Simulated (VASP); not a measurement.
A run of VASP 6.6.1 is set up as follows.

INCAR

```
SYSTEM = CaC2
PREC = Accurate ; ENCUT = 520
EDIFF = 1E-8 ; ISMEAR = 0
SIGMA = 0.01 ; LREAL = .FALSE.
LASPH = .TRUE. ; NELM = 100
ALGO = Normal ; ISIF = 2
LWAVE = .FALSE. ; LCHARG = .FALSE.
GGA = CA ; NBANDS = 16
IBRION = 8 ; NSW = 1
LEPSILON = .TRUE.
```

File KPOINTS:

```
Automatic mesh
0
G
  9 9 9
  0 0 0
```

POSCAR

```
CaC2
1.0
    1.8507652688      1.0685398262      3.7880444199
   -1.8507652688      1.0685398262      3.7880444199
    0.0000000000     -2.1370796523      3.7880444199
Ca C
1 2
Direct
    0.0000000000      0.0000000000      0.0000000000
    0.5546307574      0.5546307574      0.5546307574
    0.4453692426      0.4453692426      0.4453692426
```

Potentials or basis: VASP PAW LDA potentials, release 64 (Ca_sv, C).

The run is started by

```console
$ cat potpaw_LDA.64/Ca_sv/POTCAR potpaw_LDA.64/C/POTCAR > POTCAR
$ mpirun -np 1 vasp_std > vasp.out
```

(1) Predict the electronic dielectric tensor (diagonal).

(2) Estimate the Born charges (mean of the diagonal).

(3) What does it give for the highest phonon frequency at Γ?

Answers

(1) 3.72, 3.72, 5.01.

(2) Ca +2.35; C -1.17 e.

(3) 1962 cm⁻¹.

Caveat: the cell stands under pressure or tension, which shifts response properties.
